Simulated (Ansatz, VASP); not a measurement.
Two plane-wave programs on Ru

```
CELL_PARAMETERS angstrom
2.66923 0.00000 0.00000
-1.33462 2.31162 0.00000
0.00000 0.00000 4.22403
ATOMIC_POSITIONS crystal
Ru 0.33333 0.66667 0.25000
Ru 0.66667 0.33333 0.75000
```

Alike in both runs: task single point; functional PBE; k mesh 12 × 12 × 7; occupations fermi-dirac, width 0.05 eV; no spin polarisation.

|  | VASP | Ansatz |
| --- | --- | --- |
| version | VASP 6.6.1 | Ansatz 0.2.0 |
| potentials or method | VASP PAW PBE potentials, release 64 (Ru_pv), cutoff 520 eV | plane waves, PAW |
| valence electrons in the cell | 28 | 32 |

Ansatz gave:

* pressure (GPa): 19.4
* traceless stress, the component that is largest in VASP (GPa): 0.76

Task: What did VASP give for the same quantities?

Result: Pressure (GPa): 19.4; traceless stress, the component that is largest in VASP (GPa): 0.79.

VASP's potentials hold 28 valence electrons a cell and Ansatz's 32, so a difference there can come from the potentials and not from the codes.
